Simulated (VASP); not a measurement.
# CaO (Fm-3m) in VASP: settings compared, part 2 of 4

VASP 6.6.1. Earlier steps stand in the parts before.

**3. Single point, LDA**

The input, INCAR:

```
SYSTEM = CaO
PREC     = Accurate       ! precision mode
ENCUT    = 600            ! plane-wave cutoff, eV
EDIFF    = 1E-6           ! SCF threshold, eV
ISMEAR   = 0              ! smearing method
SIGMA    = 0.01           ! smearing width, eV
LREAL    = .False.        ! projectors in reciprocal space
LASPH    = .True.         ! aspherical terms in the spheres
NELM     = 120            ! most SCF steps
ALGO     = Normal         ! electronic algorithm
ISIF     = 2              ! what is computed and relaxed
LWAVE    = .False.        ! write WAVECAR
LCHARG   = .False.        ! write CHGCAR
GGA      = CA             ! functional
NBANDS   = 15             ! bands
GGA_COMPAT= .False.
```

The input, KPOINTS:

```
regular mesh
0
Gamma
  4 4 4
  0 0 0
```

The input, POSCAR:

```
CaO
1.0
    0.0000000000      2.3975473901      2.3975473901
    2.3975473901      0.0000000000      2.3975473901
    2.3975473901      2.3975473901      0.0000000000
Ca O
1 1
Direct
    0.0000000000      0.0000000000      0.0000000000
    0.5000000000      0.5000000000      0.5000000000
```

Potentials or basis: VASP PAW LDA potentials, release 64 (Ca_sv, O).

Command:

```console
$ cat potpaw_LDA.64/Ca_sv/POTCAR potpaw_LDA.64/O/POTCAR > POTCAR
$ mpirun -np 1 vasp_std > vasp.out
```

OUTCAR:

```text
SYSTEM = CaO
   PREC = Accurate
   ENCUT = 600
   EDIFF = 1E-6
   ISMEAR = 0
   LREAL = .False.
   LASPH = .True.
   NELM = 120
   ISIF = 2
   GGA = CA

 ion  position               nearest neighbor table
   1  0.000  0.000  0.000-   2 2.40   2 2.40   2 2.40   2 2.40   2 2.40   2 2.40
   2  0.500  0.500  0.500-   1 2.40   1 2.40   1 2.40   1 2.40   1 2.40   1 2.40

  LATTYP: Found a face centered cubic cell.
 ALAT       =     4.7950947802

  Lattice vectors:

 A1 = (   0.0000000000,   2.3975473901,   2.3975473901)
 A2 = (   2.3975473901,   0.0000000000,   2.3975473901)
 A3 = (   2.3975473901,   2.3975473901,   0.0000000000)

Analysis of symmetry for initial positions (statically):
=====================================================================
 Subroutine PRICEL returns:
 Original cell was already a primitive cell.

 Routine SETGRP: Setting up the symmetry group for a
 face centered cubic supercell.

 Subroutine GETGRP returns: Found 48 space group operations
 (whereof 48 operations were pure point group operations)
 out of a pool of 48 trial point group operations.

The static configuration has the point symmetry O_h .

Analysis of symmetry for dynamics (positions and initial velocities):
=====================================================================
 Subroutine PRICEL returns:
 Original cell was already a primitive cell.

 Routine SETGRP: Setting up the symmetry group for a
 face centered cubic supercell.

 Subroutine GETGRP returns: Found 48 space group operations
 (whereof 48 operations were pure point group operations)
 out of a pool of 48 trial point group operations.

The dynamic configuration has the point symmetry O_h .

 Subroutine INISYM returns: Found 48 space group operations
 (whereof 48 operations are pure point group operations),
 and found     1 'primitive' translations

----------------------------------------------------------------------------------------

                                     Primitive cell

  volume of cell :      27.5633

  direct lattice vectors                    reciprocal lattice vectors
     0.000000000  2.397547390  2.397547390    -0.208546451  0.208546451  0.208546451
     2.397547390  0.000000000  2.397547390     0.208546451 -0.208546451  0.208546451
     2.397547390  2.397547390  0.000000000     0.208546451  0.208546451 -0.208546451

  length of vectors
     3.390644036  3.390644036  3.390644036     0.361213049  0.361213049  0.361213049

  position of ions in fractional coordinates (direct lattice)
     0.000000000  0.000000000  0.000000000
     0.500000000  0.500000000  0.500000000

  ion indices of the primitive-cell ions
   primitive index   ion index
                 1           1
                 2           2

----------------------------------------------------------------------------------------

 KPOINTS: regular mesh

Automatic generation of k-mesh.
 Grid dimensions read from file:
 generate k-points for:    4    4    4

 Generating k-lattice:

  Cartesian coordinates                     Fractional coordinates (reciprocal lattice)
    -0.052136613  0.052136613  0.052136613     0.250000000  0.000000000  0.000000000
     0.052136613 -0.052136613  0.052136613     0.000000000  0.250000000  0.000000000
[... 24 lines left out ...]
   number of dos      NEDOS =    301   number of ions     NIONS =      2
   total plane-waves  NPLWV =  21952
   dimension x,y,z NGX =    28 NGY =   28 NGZ =   28
   dimension x,y,z NGXF=    56 NGYF=   56 NGZF=   56
   ions per type =               1   1
   NGX,Y,Z   is equivalent  to a cutoff of  13.73, 13.73, 13.73 a.u.
   NGXF,Y,Z  is equivalent  to a cutoff of  27.46, 27.46, 27.46 a.u.
 SYSTEM =  CaO
   PREC   = accura    normal or accurate (medium, high low for compatibility)
   ISTART =      0    job   : 0-new  1-cont  2-samecut
   ICHARG =      2    charge: 1-file 2-atom 10-const
   ISPIN  =      1    spin polarized calculation?
   LNONCOLLINEAR =      F non collinear calculations
   LSORBIT =      F    spin-orbit coupling
   LASPH  =      T    aspherical Exc in radial PAW
   ENCUT  =  600.0 eV  44.10 Ry    6.64 a.u.   6.77  6.77  6.77*2*pi/ulx,y,z
   NELM   =    120;   NELMIN=  2; NELMDL= -5     # of ELM steps
   EDIFF  = 0.1E-05   stopping-criterion for ELM
   LREAL  =      F    real-space projection
   EDIFFG = 0.1E-04   stopping-criterion for IOM
   NSW    =      0    number of steps for IOM
   IBRION =     -1    ionic relax: 0-MD 1-quasi-New 2-CG
   NFREE  =      0    steps in history (QN), initial steepest desc. (CG)
   ISIF   =      2    stress and relaxation
   ISYM   =      2    0-nonsym 1-usesym 2-fastsym
   POTIM  = 0.5000    time-step for ionic-motion
   TEBEG  =    0.0;   TEEND  =   0.0 temperature during run
   PSTRESS=    0.0 pullay stress
   NELECT =      16.0000    total number of electrons
   NUPDOWN=      -1.0000    fix difference up-down
   EMIN   =  10.00;   EMAX   =-10.00  energy-range for DOS
   EFERMI =   0.00;   METHOD = LEGACY
   ISMEAR =     0;   SIGMA  =   0.01  broadening in eV -4-tet -1-fermi 0-gaus
   EFERMI_NEDOS =   21; number of points for ismear=-14 and -15
   IALGO  =     38    algorithm
   IMIX   =      4    mixing-type and parameters
     AMIX     =   0.40;   BMIX     =  1.00
     AMIX_MAG =   1.60;   BMIX_MAG =  1.00
  volume/ion in A,a.u.               =      13.78        93.00
  Fermi-wavevector in a.u.,A,eV,Ry     =   1.365644  2.580694 25.374656  1.864985
  Thomas-Fermi vector in A             =   2.491855
   LORBIT       =      0    0 simple, 1 ext, 2 COOP (PROOUT), +10 PAW based schemes
   GGA     = CA    functional components
   LHFCALC =     F    Hartree Fock is set to
   AEXX    =    0.0000 exact exchange contribution
   IVDW    =     0    specifies the selected vdW correction
   LEPSILON=     F    determine dielectric tensor
   LRPA    =     F    only Hartree local field effects (RPA)
 non-spin polarized calculation
 Gauss-broadening in eV      SIGMA  =   0.01
  energy-cutoff  :      600.00
  volume of cell :       27.56
 maximum number of plane-waves:       941
   NGX = 13   NGY = 13   NGZ = 13

 number of electron      15.9999997 magnetization

 Free energy of the ion-electron system (eV)
  ---------------------------------------------------
  ext. energy  EPLUGINS =         0.00000000
  ---------------------------------------------------
  free energy    TOTEN  =       -14.19706578 eV

  energy without entropy =      -14.19706578  energy(sigma->0) =      -14.19706578

 E-fermi :   2.2353     XC(G=0): -11.0632

 val. band max:        2.0611757102   @ k =   0.0000   0.0000   0.0000
 cond. band min:       5.5094550591   @ k =   0.5000   0.5000   0.0000
 fundamental gap:      3.4482793489
 Fermi energy:         2.2353109623

 k-point     1 :       0.0000    0.0000    0.0000
  band No.  band energies     occupation
      1     -34.9805      2.00000
      2     -16.0225      2.00000
      3     -16.0225      2.00000
      4     -16.0225      2.00000
      5     -13.1609      2.00000
      6       2.0612      2.00000
      7       2.0612      2.00000
      8       2.0612      2.00000
      9       6.6762      0.00000
     10       8.1787      0.00000
     11       8.1787      0.00000
     12       8.1787      0.00000
     13       9.7518      0.00000
     14       9.7518      0.00000
[... 113 lines left out ...]
      2     -16.4846      2.00000
      3     -16.4775      2.00000
      4     -16.4775      2.00000
      5     -12.4868      2.00000
      6       0.7320      2.00000
      7       0.9841      2.00000
      8       0.9841      2.00000
      9       8.2700      0.00000
     10       8.2700      0.00000
     11      10.4764      0.00000
     12      11.6443      0.00000
     13      12.0828      0.00000
     14      15.7404      0.00000
     15      16.1551      0.00000

------------------------ aborting loop because EDIFF is reached ----------------------------------------

  FORCE on cell =-STRESS in cart. coord.  units (eV):
  Direction    XX          YY          ZZ          XY          YZ          ZX
  --------------------------------------------------------------------------------------
  -------------------------------------------------------------------------------------
  Total       -0.9556699     -0.9556699     -0.9556699      0.0000000      0.0000000      0.0000000
  in kB      -55.5503646    -55.5503646    -55.5503646      0.0000000      0.0000000      0.0000000
  external PRESSURE =     -55.5503646 kB  Pullay stress =       0.0000000 kB

 VOLUME and BASIS-vectors are now :
 -----------------------------------------------------------------------------
  energy-cutoff  :      600.00
  volume of cell :       27.56
      direct lattice vectors                 reciprocal lattice vectors
     0.000000000  2.397547390  2.397547390    -0.208546451  0.208546451  0.208546451
     2.397547390  0.000000000  2.397547390     0.208546451 -0.208546451  0.208546451
     2.397547390  2.397547390  0.000000000     0.208546451  0.208546451 -0.208546451

 POSITION                                       TOTAL-FORCE (eV/Angst)
 -----------------------------------------------------------------------------------
      0.00000      0.00000      0.00000        -0.000000     -0.000000      0.000000
      2.39755      2.39755      2.39755         0.000000      0.000000     -0.000000
 -----------------------------------------------------------------------------------
    total drift:                                0.000000      0.000000      0.000000

  FREE ENERGIE OF THE ION-ELECTRON SYSTEM (eV)
  ---------------------------------------------------
  free  energy   TOTEN  =       -14.1970657841 eV

  energy  without entropy=      -14.1970657841  energy(sigma->0) =      -14.19706578
```

It took 5.7 s on 1 thread of Intel Xeon 8259CL, shared host; peak memory 0.14 GiB.

Results:

```yaml
Free_energy: -14.1971 eV
Pressure: -5.6 GPa
Band_gap_on_the_k_mesh: 3.45 eV (least direct gap 3.82 eV)
```

Levels at points of the mesh, in eV from the valence-band top:
| k point | band 6 | band 7 | band 8 | band 9 | band 10 | band 11 |
| --- | --- | --- | --- | --- | --- | --- |
| (0.00, 0.00, 0.00) | 0.00 | 0.00 | 0.00 | 4.62 | 6.12 | 6.12 |
| (0.50, 0.00, 0.00) | -2.73 | -1.25 | -1.25 | 6.98 | 8.34 | 8.34 |
| (0.50, 0.50, 0.00) | -1.31 | -0.37 | -0.37 | 3.45 | 8.06 | 8.91 |

Caveat: the k points lie up to 0.57 Å⁻¹ apart.

**4. Single point, PBE**

The input, INCAR:

```
SYSTEM = CaO
ALGO = Normal ; EDIFF = 1E-6
ENCUT = 600 ; GGA = PE
GGA_COMPAT = .False. ; ISIF = 2
ISMEAR = 1 ; LASPH = .True.
LCHARG = .False. ; LREAL = .False.
LWAVE = .False. ; NBANDS = 15
NELM = 120 ; PREC = Accurate
SIGMA = 0.001
```

The input, KPOINTS:

```
k-points
0
Gamma
  6 6 6
  0 0 0
```

POSCAR is that of step 3.

Potentials or basis: VASP PAW PBE potentials, release 64 (Ca_sv, O).

Command:

```console
$ cat potpaw_PBE.64/Ca_sv/POTCAR potpaw_PBE.64/O/POTCAR > POTCAR
$ mpirun -np 1 vasp_std > vasp.out
```

OUTCAR:

```text
SYSTEM = CaO
   EDIFF = 1E-6
   ENCUT = 600
   GGA = PE
   ISIF = 2
   ISMEAR = 1
   LASPH = .True.
   LREAL = .False.
   NELM = 120
   PREC = Accurate

 ion  position               nearest neighbor table
   1  0.000  0.000  0.000-   2 2.40   2 2.40   2 2.40   2 2.40   2 2.40   2 2.40
   2  0.500  0.500  0.500-   1 2.40   1 2.40   1 2.40   1 2.40   1 2.40   1 2.40

  LATTYP: Found a face centered cubic cell.
 ALAT       =     4.7950947802

  Lattice vectors:

[... 465 lines left out ...]

  FORCE on cell =-STRESS in cart. coord.  units (eV):
  Direction    XX          YY          ZZ          XY          YZ          ZX
  --------------------------------------------------------------------------------------
  -------------------------------------------------------------------------------------
  Total        0.5056697      0.5056697      0.5056697      0.0000000      0.0000000     -0.0000000
  in kB       29.3931375     29.3931375     29.3931375      0.0000000      0.0000000     -0.0000000
  external PRESSURE =      29.3931375 kB  Pullay stress =       0.0000000 kB

 VOLUME and BASIS-vectors are now :
 -----------------------------------------------------------------------------
  energy-cutoff  :      600.00
  volume of cell :       27.56
      direct lattice vectors                 reciprocal lattice vectors
     0.000000000  2.397547390  2.397547390    -0.208546451  0.208546451  0.208546451
     2.397547390  0.000000000  2.397547390     0.208546451 -0.208546451  0.208546451
     2.397547390  2.397547390  0.000000000     0.208546451  0.208546451 -0.208546451

 POSITION                                       TOTAL-FORCE (eV/Angst)
 -----------------------------------------------------------------------------------
      0.00000      0.00000      0.00000         0.000000     -0.000000     -0.000000
      2.39755      2.39755      2.39755        -0.000000      0.000000      0.000000
 -----------------------------------------------------------------------------------
    total drift:                                0.000000      0.000000      0.000000

  FREE ENERGIE OF THE ION-ELECTRON SYSTEM (eV)
  ---------------------------------------------------
  free  energy   TOTEN  =       -12.8000792381 eV

  energy  without entropy=      -12.8000792381  energy(sigma->0) =      -12.80007924
```

OSZICAR:

```text
N       E                     dE             d eps       ncg     rms          rms(c)
DAV:   1     0.129221065253E+03    0.12922E+03   -0.91914E+03   480   0.123E+03
DAV:   2    -0.919797302441E+01   -0.13842E+03   -0.13054E+03   578   0.297E+02
DAV:   3    -0.143692776694E+02   -0.51713E+01   -0.51243E+01   627   0.608E+01
DAV:   4    -0.145095053250E+02   -0.14023E+00   -0.14020E+00   618   0.874E+00
DAV:   5    -0.145113975321E+02   -0.18922E-02   -0.18922E-02   607   0.737E-01    0.856E+00
DAV:   6    -0.128733869293E+02    0.16380E+01   -0.50552E+00   551   0.220E+01    0.356E+00
DAV:   7    -0.128035851271E+02    0.69802E-01   -0.41773E-01   558   0.666E+00    0.180E+00
DAV:   8    -0.128011122685E+02    0.24729E-02   -0.77125E-02   613   0.299E+00    0.430E-01
DAV:   9    -0.127994415870E+02    0.16707E-02   -0.50924E-03   487   0.598E-01    0.110E-01
DAV:  10    -0.128001052680E+02   -0.66368E-03   -0.76558E-04   593   0.253E-01    0.417E-02
DAV:  11    -0.128000798204E+02    0.25448E-04   -0.59015E-05   564   0.890E-02    0.828E-03
DAV:  12    -0.128000792381E+02    0.58231E-06   -0.79105E-06   564   0.265E-02
   1 F= -.12800079E+02 E0= -.12800079E+02  d E =0.000000E+00
```

stdout:

```text
POSCAR found type information on POSCAR CaO
 POSCAR found :  2 types and       2 ions
 scaLAPACK will be used
 LDA part: xc-table for (Slater+PW92), standard interpolation
 POSCAR, INCAR and KPOINTS ok, starting setup
 FFT: planning ... GRIDC
 FFT: planning ... GRID_SOFT
 FFT: planning ... GRID
 WAVECAR not read
 entering main loop
```

Wall time 11 s (1 thread of Intel Xeon 8259CL, shared host); peak memory 0.16 GiB.

What came out:

```
Free energy            : -12.8001 eV
Pressure               : 2.9 GPa
Band gap on the k mesh : 3.63 eV (least direct gap 4.01 eV)
```

[end of part 2 of 4]
